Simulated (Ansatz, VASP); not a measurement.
**Two plane-wave programs on SnSe2**

Contents of INCAR:

```
SYSTEM = SnSe2
ALGO = Normal
EDIFF = 1E-6
ENCUT = 500
GGA = PS
GGA_COMPAT = .FALSE.
ISIF = 2
ISMEAR = 0
LASPH = .TRUE.
LCHARG = .TRUE.
LELF = .TRUE.
LREAL = .FALSE.
LVHAR = .TRUE.
LWAVE = .FALSE.
NBANDS = 20
NELM = 120
PREC = Accurate
SIGMA = 0.01
```

Contents of KPOINTS:

```
k-points
0
G
  6 6 4
  0 0 0
```

The input POSCAR:

```
SnSe2
1.0
    3.9340195200      0.0000000000      0.0000000000
   -1.9670097600      3.4069610355      0.0000000000
    0.0000000000      0.0000000000      6.3340707884
Sn Se
1 2
Direct
    0.0000000000      0.0000000000      0.0000000000
    0.3333333333      0.6666666667      0.2490000000
    0.6666666667      0.3333333333      0.7510000000
```

Input for Ansatz:

```yaml
crystal:
  lattice:
    - [3.9340195200042154, 0.0, 0.0]
    - [-1.9670097600021077, 3.4069610354948496, 0.0]
    - [0.0, 0.0, 6.334070788440269]
  atoms:
    - { symbol: Sn, position: [0.0, 0.0, 0.0] }
    - { symbol: Se, position: [0.3333333333333333, 0.6666666666666666, 0.249] }
    - { symbol: Se, position: [0.6666666666666666, 0.3333333333333333, 0.751] }
basis:
  ecutwfc: 450.0
kpoints:
  mp_grid:
    grid: [6, 6, 4]
hamiltonian:
  xc: pbesol
scf:
  occupations:
    method: fixed
output:
  stress: true
```

Alike in both runs: task single point; functional PBEsol; k mesh 6 × 6 × 4; no spin polarisation.

```csv
,VASP,Ansatz
version,VASP 6.6.1,Ansatz 0.2.0
potentials or method,"VASP PAW PBE potentials, release 64 (Sn_d, Se), cutoff 500 eV","plane waves, PAW"
occupations,"gaussian, width 0.01 eV",fixed
valence electrons in the cell,26,46
```

VASP gave:

```
pressure (GPa)                                                : -3.2
traceless stress, the component that is largest in VASP (GPa) : 1.24
```

Task: Which values does Ansatz return?

Result: Pressure (GPa): -3.3; traceless stress, the component that is largest in VASP (GPa): 1.23.

VASP's potentials were made for PBE, not for PBEsol. VASP's potentials hold 26 valence electrons a cell and Ansatz's 46, so a difference there can come from the potentials and not from the codes.
